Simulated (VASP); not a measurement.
Here is a VASP 6.6.1 calculation.

POSCAR

```
BN
1.0
    2.4606299459      0.0000000000      0.0000000000
   -1.2303149730      2.1309680424      0.0000000000
    0.0000000000      0.0000000000      7.1014321335
B N
2 2
Direct
    0.3333333333      0.6666666667      0.2500000000
    0.6666666667      0.3333333333      0.7500000000
    0.3333333333      0.6666666667      0.7500000000
    0.6666666667      0.3333333333      0.2500000000
```

Contents of INCAR.step1:

```
PREC = Accurate
ENCUT = 520
ISMEAR = 0
SIGMA = 0.05
LREAL = False
LASPH = True
NELM = 60
NBANDS = 16
GGA = PE
ALGO = Normal
EDIFF = 1E-4
LWAVE = True
LCHARG = False
```

The input INCAR.step2:

```
PREC = Accurate
ENCUT = 520
EDIFF = 1E-6
ISMEAR = 0
SIGMA = 0.05
LREAL = False
LASPH = True
NELM = 60
ALGO = Normal
ISIF = 2
LWAVE = False
LCHARG = False
METAGGA = R2SCAN
LMIXTAU = True
NBANDS = 16
ISTART = 1
```

File KPOINTS:

```
Automatic mesh
0
Gamma
  12 12 4
```

Potentials or basis: VASP PAW PBE potentials, release 64 (B, N).

Launch:

```sh
$ cat potpaw_PBE.64/B/POTCAR potpaw_PBE.64/N/POTCAR > POTCAR
$ cp INCAR.step1 INCAR
$ mpirun -np 1 vasp_std > vasp.out
$ cp INCAR.step2 INCAR
$ mpirun -np 1 vasp_std > vasp.out
```

(1) What does it give for the pressure?

(2) What does it give for the band gap on the k mesh?

## Answers

(1) 12.3 GPa.

(2) 5.06 eV, indirect (least direct gap 5.52 eV).

Caveat: the PAW data sets were made with another functional, which shifts forces and pressure a little.
